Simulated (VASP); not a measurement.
Wanted: the native input for a VASP 6.6.1 run.

* Task: single point
* Functional: LDA
* Potentials or basis: VASP PAW LDA potentials, release 64 (Ca_sv, Se)
* Cutoff: 520 eV
* k mesh: 4 × 4 × 4
* Occupations: methfessel-paxton, width 0.05 eV
* Spin: no spin polarisation
* Dipole correction: no
* Further INCAR settings: ALGO = Normal; EDIFF = 1e-06; NBANDS = 15

The structure of CaSe lies in POSCAR:

```
CaSe
1.0
    0.0000000000      2.9560000000      2.9560000000
    2.9560000000      0.0000000000      2.9560000000
    2.9560000000      2.9560000000      0.0000000000
Ca Se
1 1
Direct
    0.0000000000      0.0000000000      0.0000000000
    0.5000000000      0.5000000000      0.5000000000
```

The input as run:

INCAR

```
SYSTEM = CaSe
ALGO     = Normal         ! electronic algorithm
EDIFF    = 1E-6           ! SCF threshold, eV
ENCUT    = 520            ! plane-wave cutoff, eV
ISIF     = 2              ! what is computed and relaxed
ISMEAR   = 1              ! smearing method
LASPH    = .True.         ! aspherical terms in the spheres
LCHARG   = .False.        ! write CHGCAR
LREAL    = .False.        ! projectors in reciprocal space
LWAVE    = .False.        ! write WAVECAR
NBANDS   = 15             ! bands
NELM     = 100            ! most SCF steps
PREC     = Accurate       ! precision mode
SIGMA    = 0.05           ! smearing width, eV
```

KPOINTS

```
k-points
0
Gamma
  4 4 4
  0 0 0
```

Potentials or basis: VASP PAW LDA potentials, release 64 (Ca_sv, Se).

Command:

```bash
$ cat potpaw_LDA.64/Ca_sv/POTCAR potpaw_LDA.64/Se/POTCAR > POTCAR
$ mpirun -np 1 vasp_std > vasp.out
```

Results of the run:

| Property | Result |
| --- | --- |
| Pressure | -2.8 GPa |
| Band gap on the k mesh | 1.85 eV, indirect (least direct gap 2.79 eV) |

Caveat: the k points lie up to 0.46 Å⁻¹ apart.

Wall time 10 s on 1 thread of Intel(R) Xeon(R) Platinum 8375C CPU @ 2.90GHz (Ice Lake) (shared host), peak memory 0.15 GiB.
